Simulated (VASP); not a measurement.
# Ti2Co (Fd-3m) in VASP: a series of runs

Ti2Co is run at these levels: PBEsol; tasks: single point.

Everything below comes from runs of VASP 6.6.1. Logs are shortened: lines on timing, memory, paths and dates and some standing lists are left out, and cuts for length are marked.

### 1 The cell of the first run

The structure is cubic, space group Fd-3m (No. 227). Conventional cell: a = 6.979 Å, b = 6.979 Å, c = 6.979 Å, α = 90.00°, β = 90.00°, γ = 90.00°. Within 3.3 Å of Ti (site symmetry -3m) lie 6 Ti at 2.47 Å and 6 Co at 2.89 Å. Co (site symmetry -43m) has 12 Ti at 2.89 Å and 4 Co at 3.02 Å within 3.8 Å.

### 2 Single point, PBEsol, collinear spin, ferromagnetic start

File INCAR:

```
SYSTEM = Ti2Co
  PREC = Accurate
  ENCUT = 520
  EDIFF = 1E-6
  ISMEAR = 0
  SIGMA = 0.1
  LREAL = .False.
  LASPH = .True.
  NELM = 150
  ALGO = Fast
  ISIF = 2
  LWAVE = .False.
  LCHARG = .True.
  ISPIN = 2
  MAGMOM = 0 0 0 0 1.09 1.09
  LORBIT = 11
  LMAXMIX = 4
  GGA = PS
  LELF = .True.
  LVHAR = .True.
  NBANDS = 46
```

File KPOINTS:

```
regular mesh
0
Gamma
  10 10 10
  0 0 0
```

File POSCAR:

```
Ti2Co
1.0
    0.0000000000      3.4895131138      3.4895131138
    3.4895131138      0.0000000000      3.4895131138
    3.4895131138      3.4895131138      0.0000000000
Ti Co
4 2
Direct
    0.1250000000      0.1250000000      0.1250000000
    0.6250000000      0.1250000000      0.1250000000
    0.1250000000      0.1250000000      0.6250000000
    0.1250000000      0.6250000000      0.1250000000
    0.5000000000      0.5000000000      0.5000000000
    0.7500000000      0.7500000000      0.7500000000
```

Potentials or basis: VASP PAW PBE potentials, release 64 (Ti_sv, Co).

On the command line:

```bash
$ cat potpaw_PBE.64/Ti_sv/POTCAR potpaw_PBE.64/Co/POTCAR > POTCAR
$ mpirun -np 1 vasp_std > vasp.out
```

OUTCAR:

```text
SYSTEM = Ti2Co
   PREC = Accurate
   ENCUT = 520
   EDIFF = 1E-6
   ISMEAR = 0
   LREAL = .False.
   LASPH = .True.
   NELM = 150
   ISIF = 2
   ISPIN = 2
   LORBIT = 11
   GGA = PS

 ion  position               nearest neighbor table
   1  0.125  0.125  0.125-   2 2.47   3 2.47   4 2.47   3 2.47   4 2.47   2 2.47   6 2.89   5 2.89
                             6 2.89   5 2.89   6 2.89   5 2.89
   2  0.625  0.125  0.125-   1 2.47   3 2.47   4 2.47   1 2.47   3 2.47   4 2.47   6 2.89   5 2.89
                             5 2.89   6 2.89   5 2.89   6 2.89
   3  0.125  0.125  0.625-   1 2.47   1 2.47   2 2.47   4 2.47   4 2.47   2 2.47   6 2.89   5 2.89
                             6 2.89   5 2.89   6 2.89   5 2.89
   4  0.125  0.625  0.125-   1 2.47   3 2.47   1 2.47   2 2.47   3 2.47   2 2.47   6 2.89   5 2.89
                             6 2.89   5 2.89   6 2.89   5 2.89
   5  0.500  0.500  0.500-   2 2.89   3 2.89   4 2.89   1 2.89   2 2.89   3 2.89   1 2.89   2 2.89
                             4 2.89   1 2.89   3 2.89   4 2.89   6 3.02   6 3.02   6 3.02   6 3.02
   6  0.750  0.750  0.750-   2 2.89   3 2.89   4 2.89   1 2.89   2 2.89   4 2.89   1 2.89   2 2.89
                             3 2.89   1 2.89   3 2.89   4 2.89   5 3.02   5 3.02   5 3.02   5 3.02

  LATTYP: Found a face centered cubic cell.
 ALAT       =     6.9790262276

  Lattice vectors:

 A1 = (   0.0000000000,   3.4895131138,   3.4895131138)
 A2 = (   3.4895131138,   0.0000000000,   3.4895131138)
 A3 = (   3.4895131138,   3.4895131138,   0.0000000000)

Analysis of symmetry for initial positions (statically):
=====================================================================
 Subroutine PRICEL returns:
 Original cell was already a primitive cell.

 Routine SETGRP: Setting up the symmetry group for a
 face centered cubic supercell.

 Subroutine GETGRP returns: Found 48 space group operations
 (whereof 24 operations were pure point group operations)
 out of a pool of 48 trial point group operations.

The static configuration has the point symmetry T_d .
 The point group associated with its full space group is O_h .

Analysis of symmetry for dynamics (positions and initial velocities):
=====================================================================
 Subroutine PRICEL returns:
 Original cell was already a primitive cell.

 Routine SETGRP: Setting up the symmetry group for a
 face centered cubic supercell.

 Subroutine GETGRP returns: Found 48 space group operations
 (whereof 24 operations were pure point group operations)
 out of a pool of 48 trial point group operations.

The dynamic configuration has the point symmetry T_d .
 The point group associated with its full space group is O_h .

Analysis of structural, dynamic, and magnetic symmetry:
=====================================================================
 Subroutine PRICEL returns:
 Original cell was already a primitive cell.

 Routine SETGRP: Setting up the symmetry group for a
 face centered cubic supercell.

 Subroutine GETGRP returns: Found 48 space group operations
 (whereof 24 operations were pure point group operations)
 out of a pool of 48 trial point group operations.

The overall configuration has the point symmetry T_d .
 The point group associated with its full space group is O_h .

 Subroutine INISYM returns: Found 48 space group operations
 (whereof 24 operations are pure point group operations),
 and found     1 'primitive' translations

----------------------------------------------------------------------------------------

                                     Primitive cell

  volume of cell :      84.9815

  direct lattice vectors                    reciprocal lattice vectors
     0.000000000  3.489513114  3.489513114    -0.143286465  0.143286465  0.143286465
     3.489513114  0.000000000  3.489513114     0.143286465 -0.143286465  0.143286465
     3.489513114  3.489513114  0.000000000     0.143286465  0.143286465 -0.143286465

  length of vectors
     4.934916772  4.934916772  4.934916772     0.248179438  0.248179438  0.248179438

  position of ions in fractional coordinates (direct lattice)
     0.125000000  0.125000000  0.125000000
     0.625000000  0.125000000  0.125000000
     0.125000000  0.125000000  0.625000000
     0.125000000  0.625000000  0.125000000
     0.500000000  0.500000000  0.500000000
     0.750000000  0.750000000  0.750000000

  ion indices of the primitive-cell ions
   primitive index   ion index
                 1           1
                 2           2
                 3           3
                 4           4
                 5           5
                 6           6

----------------------------------------------------------------------------------------

 KPOINTS: regular mesh

Automatic generation of k-mesh.
 Grid dimensions read from file:
 generate k-points for:   10   10   10

 Generating k-lattice:

  Cartesian coordinates                     Fractional coordinates (reciprocal lattice)
    -0.014328647  0.014328647  0.014328647     0.100000000  0.000000000  0.000000000
     0.014328647 -0.014328647  0.014328647     0.000000000  0.100000000  0.000000000
     0.014328647  0.014328647 -0.014328647     0.000000000  0.000000000  0.100000000

  Length of vectors
     0.024817944  0.024817944  0.024817944

  Shift w.r.t. Gamma in fractional coordinates (k-lattice)
     0.000000000  0.000000000  0.000000000

 Subroutine IBZKPT returns following result:
 ===========================================

 Found     47 irreducible k-points:

 Following reciprocal coordinates:
            Coordinates               Weight
  0.000000  0.000000  0.000000      1.000000
  0.100000  0.000000  0.000000      8.000000
  0.200000  0.000000  0.000000      8.000000
  0.300000  0.000000  0.000000      8.000000
  0.400000  0.000000  0.000000      8.000000
  0.500000  0.000000  0.000000      4.000000
[... 16 lines left out ...]
  0.300000  0.300000  0.000000      6.000000
  0.400000  0.300000  0.000000     24.000000
 [... further k-points ...]
   k-points           NKPTS =     47   k-points in BZ     NKDIM =     47   number of bands    NBANDS=     46
   number of dos      NEDOS =    301   number of ions     NIONS =      6
   total plane-waves  NPLWV =  64000
   dimension x,y,z NGX =    40 NGY =   40 NGZ =   40
   dimension x,y,z NGXF=    80 NGYF=   80 NGZF=   80
   ions per type =               4   2
   NGX,Y,Z   is equivalent  to a cutoff of  13.48, 13.48, 13.48 a.u.
   NGXF,Y,Z  is equivalent  to a cutoff of  26.95, 26.95, 26.95 a.u.
 SYSTEM =  Ti2Co
   PREC   = accura    normal or accurate (medium, high low for compatibility)
   ISTART =      0    job   : 0-new  1-cont  2-samecut
   ICHARG =      2    charge: 1-file 2-atom 10-const
   ISPIN  =      2    spin polarized calculation?
   LNONCOLLINEAR =      F non collinear calculations
   LSORBIT =      F    spin-orbit coupling
   LASPH  =      T    aspherical Exc in radial PAW
   ENCUT  =  520.0 eV  38.22 Ry    6.18 a.u.   9.18  9.18  9.18*2*pi/ulx,y,z
   NELM   =    150;   NELMIN=  2; NELMDL= -5     # of ELM steps
   EDIFF  = 0.1E-05   stopping-criterion for ELM
   LREAL  =      F    real-space projection
   EDIFFG = 0.1E-04   stopping-criterion for IOM
   NSW    =      0    number of steps for IOM
   IBRION =     -1    ionic relax: 0-MD 1-quasi-New 2-CG
   NFREE  =      0    steps in history (QN), initial steepest desc. (CG)
   ISIF   =      2    stress and relaxation
   ISYM   =      2    0-nonsym 1-usesym 2-fastsym
   POTIM  = 0.5000    time-step for ionic-motion
   TEBEG  =    0.0;   TEEND  =   0.0 temperature during run
   PSTRESS=    0.0 pullay stress
   NELECT =      66.0000    total number of electrons
   NUPDOWN=      -1.0000    fix difference up-down
   EMIN   =  10.00;   EMAX   =-10.00  energy-range for DOS
   EFERMI =   0.00;   METHOD = LEGACY
   ISMEAR =     0;   SIGMA  =   0.10  broadening in eV -4-tet -1-fermi 0-gaus
   EFERMI_NEDOS =   21; number of points for ismear=-14 and -15
   IALGO  =     68    algorithm
   IMIX   =      4    mixing-type and parameters
     AMIX     =   0.40;   BMIX     =  1.00
     AMIX_MAG =   1.60;   BMIX_MAG =  1.00
  volume/ion in A,a.u.               =      14.16        95.58
  Fermi-wavevector in a.u.,A,eV,Ry     =   1.504809  2.843676 30.809704  2.264449
  Thomas-Fermi vector in A             =   2.615740
   LORBIT       =     11    0 simple, 1 ext, 2 COOP (PROOUT), +10 PAW based schemes
   GGA     = PS    functional components
   LHFCALC =     F    Hartree Fock is set to
   AEXX    =    0.0000 exact exchange contribution
   IVDW    =     0    specifies the selected vdW correction
   LEPSILON=     F    determine dielectric tensor
   LRPA    =     F    only Hartree local field effects (RPA)
 spin polarized calculation
 RMM-DIIS sequential band-by-band and
 Gauss-broadening in eV      SIGMA  =   0.10
  energy-cutoff  :      520.00
  volume of cell :       84.98
 maximum number of plane-waves:      2301
 NGX is ok and might be reduce to    40
   NGX = 19   NGY = 19   NGZ = 19

 number of electron      65.9999977 magnetization       1.8339740

 Free energy of the ion-electron system (eV)
  ---------------------------------------------------
  ext. energy  EPLUGINS =         0.00000000
  ---------------------------------------------------
  free energy    TOTEN  =       -46.24904553 eV

  energy without entropy =      -46.19440828  energy(sigma->0) =      -46.22172691

 E-fermi :   8.8085     XC(G=0): -12.4229

 val. band max:        8.8079212937   @ k =   0.3000   0.2000   0.0000
 cond. band min:       8.8097371048   @ k =  -0.4000   0.4000   0.0000
 fundamental gap:      0.0018158112
 Fermi energy:         8.8084809277

 spin component 1

 k-point     1 :       0.0000    0.0000    0.0000
  band No.  band energies     occupation
      1     -47.3325      1.00000
      2     -46.8322      1.00000
      3     -46.8322      1.00000
      4     -46.8322      1.00000
      5     -25.0677      1.00000
      6     -23.9839      1.00000
[... 37 lines left out ...]
     44      12.7348      0.00000
     45      12.7348      0.00000
[... 1063 lines left out ...]
      5     -24.5531      1.00000
      6     -24.0307      1.00000
[... 37 lines left out ...]
     44      11.8329      0.00000
     45      12.5374      0.00000

 [... further k-points ...]

 spin component 2

 k-point     1 :       0.0000    0.0000    0.0000
  band No.  band energies     occupation
      1     -47.3135      1.00000
      2     -46.8151      1.00000
      3     -46.8151      1.00000
      4     -46.8151      1.00000
      5     -25.0004      1.00000
      6     -23.9713      1.00000
[... 37 lines left out ...]
     44      12.9180      0.00000
     45      12.9188      0.00000
[... 1063 lines left out ...]
      5     -24.4894      1.00000
      6     -24.0034      1.00000
[... 37 lines left out ...]
     44      11.9380      0.00000
     45      12.5463      0.00000

 [... further k-points ...]

 [bands above 45 left out]

------------------------ aborting loop because EDIFF is reached ----------------------------------------

  FORCE on cell =-STRESS in cart. coord.  units (eV):
  Direction    XX          YY          ZZ          XY          YZ          ZX
  --------------------------------------------------------------------------------------
  -------------------------------------------------------------------------------------
  Total       -0.0385825     -0.0385825     -0.0385825     -0.0000000      0.0000000      0.0000000
  in kB       -0.7274045     -0.7274045     -0.7274045     -0.0000000      0.0000000      0.0000000
  external PRESSURE =      -0.7274045 kB  Pullay stress =       0.0000000 kB

 VOLUME and BASIS-vectors are now :
 -----------------------------------------------------------------------------
  energy-cutoff  :      520.00
  volume of cell :       84.98
      direct lattice vectors                 reciprocal lattice vectors
     0.000000000  3.489513114  3.489513114    -0.143286465  0.143286465  0.143286465
     3.489513114  0.000000000  3.489513114     0.143286465 -0.143286465  0.143286465
     3.489513114  3.489513114  0.000000000     0.143286465  0.143286465 -0.143286465

 POSITION                                       TOTAL-FORCE (eV/Angst)
 -----------------------------------------------------------------------------------
      0.87238      0.87238      0.87238         0.000000      0.000000     -0.000000
      0.87238      2.61713      2.61713        -0.000000      0.000000     -0.000000
      2.61713      2.61713      0.87238         0.000000      0.000000     -0.000000
      2.61713      0.87238      2.61713        -0.000000      0.000000     -0.000000
      3.48951      3.48951      3.48951         0.000000      0.000000      0.000000
      5.23427      5.23427      5.23427        -0.000000     -0.000000     -0.000000
 -----------------------------------------------------------------------------------
    total drift:                                0.000000     -0.000000      0.000000

  FREE ENERGIE OF THE ION-ELECTRON SYSTEM (eV)
  ---------------------------------------------------
  free  energy   TOTEN  =       -46.2490455274 eV

  energy  without entropy=      -46.1944082844  energy(sigma->0) =      -46.22172691

 total charge

# of ion       s       p       d       tot
------------------------------------------
    1        2.286   6.129   2.194  10.609
    2        2.286   6.129   2.194  10.609
    3        2.286   6.129   2.194  10.609
    4        2.286   6.129   2.194  10.609
    5        0.418   0.392   7.157   7.966
    6        0.418   0.392   7.157   7.966
--------------------------------------------------
tot          9.981  25.298  23.091  58.369

 magnetization (x)

# of ion       s       p       d       tot
------------------------------------------
    1       -0.001  -0.010   0.025   0.015
    2       -0.001  -0.010   0.025   0.015
    3       -0.001  -0.010   0.025   0.015
    4       -0.001  -0.010   0.025   0.015
    5        0.006  -0.009   0.977   0.975
    6        0.006  -0.009   0.977   0.975
--------------------------------------------------
tot          0.009  -0.056   2.055   2.008
```

It took 19 min on 1 thread of AMD EPYC 9R45 (Zen 5), shared host; peak memory 0.44 GiB.

Results:

* Free energy: -46.2490 eV
* Pressure: -0.1 GPa
* Net moment: 1.83 μB per cell
* Site moments: Ti +0.01; Co +0.97 μB
* Valence electrons inside the program's atomic spheres: Ti 10.61; Co 7.97

Caveat: the PAW data sets were made with another functional, which shifts forces and pressure a little.

[end of part 1 of 2]
